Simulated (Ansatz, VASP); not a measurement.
Two plane-wave programs on CsI

INCAR

```
SYSTEM = CsI
PREC = Accurate ; ENCUT = 500
EDIFF = 1E-6 ; ISMEAR = 0
SIGMA = 0.01 ; LREAL = .FALSE.
LASPH = .TRUE. ; NELM = 120
ALGO = Normal ; ISIF = 2
LWAVE = .FALSE. ; LCHARG = .FALSE.
GGA = PS ; NBANDS = 15
GGA_COMPAT = .FALSE.
```

Contents of KPOINTS:

```
regular mesh
0
G
  6 6 6
  0 0 0
```

File POSCAR:

```
CsI
1.0
    4.5031916819      0.0000000000      0.0000000000
    0.0000000000      4.5031916819      0.0000000000
    0.0000000000      0.0000000000      4.5031916819
Cs I
1 1
Direct
    0.0000000000      0.0000000000      0.0000000000
    0.5000000000      0.5000000000      0.5000000000
```

Input for Ansatz:

```yaml
crystal:
  lattice:
    - [4.5031916819, 0.0, 0.0]
    - [0.0, 4.5031916819, 0.0]
    - [0.0, 0.0, 4.5031916819]
  atoms:
    - { symbol: Cs, position: [0.0, 0.0, 0.0] }
    - { symbol: I, position: [0.5, 0.5, 0.5] }
kpoints:
  mp_grid: { grid: [6, 6, 6] }
scf:
  occupations: { method: fixed }
hamiltonian:
  xc: pbesol
  pseudopotentials: { kind: paw }
output:
  forces: true
  stress: true
  eigenvalues: true
  eigenstates:
    nscf_kmesh: { grid: [10, 10, 10] }
    de_dk: true
    e_range: [-9, 13.85435539045]
  optics:
    e_range: [0, 25]
    de: 0.2
    sigma: 0.15
    bands: { spectra_wanted_up_to: 25 }
    nscf_kmesh: { grid: [10, 10, 10] }
checkpoint:
  write: ck
  write_wavefunctions: false
```

Alike in both runs: task single point; functional PBEsol; k mesh 6 × 6 × 6; no spin polarisation.

|  | VASP | Ansatz |
| --- | --- | --- |
| version | VASP 6.6.1 | Ansatz 0.2.0 |
| potentials or method | VASP PAW PBE potentials, release 64 (Cs_sv, I) | PAW with Ansatz's default frozen-core files, scalar-relativistic |
| plane-wave cutoff (eV) | 500 | 420 |
| occupations | gaussian, width 0.01 eV | fixed |
| valence electrons in the cell | 16 | 26 |

|  | VASP | Ansatz | Ansatz less VASP |
| --- | --- | --- | --- |
| gap on the k mesh at the Fermi level (eV) | 3.84 | 3.85 | +0.014 |
| pressure (GPa) | 0.1 | 0.0 | -0.06 |

VASP's potentials were made for PBE, not for PBEsol. VASP's potentials hold 16 valence electrons a cell and Ansatz's 26, so a difference there can come from the potentials and not from the codes.

Neither program's run includes spin-orbit coupling.
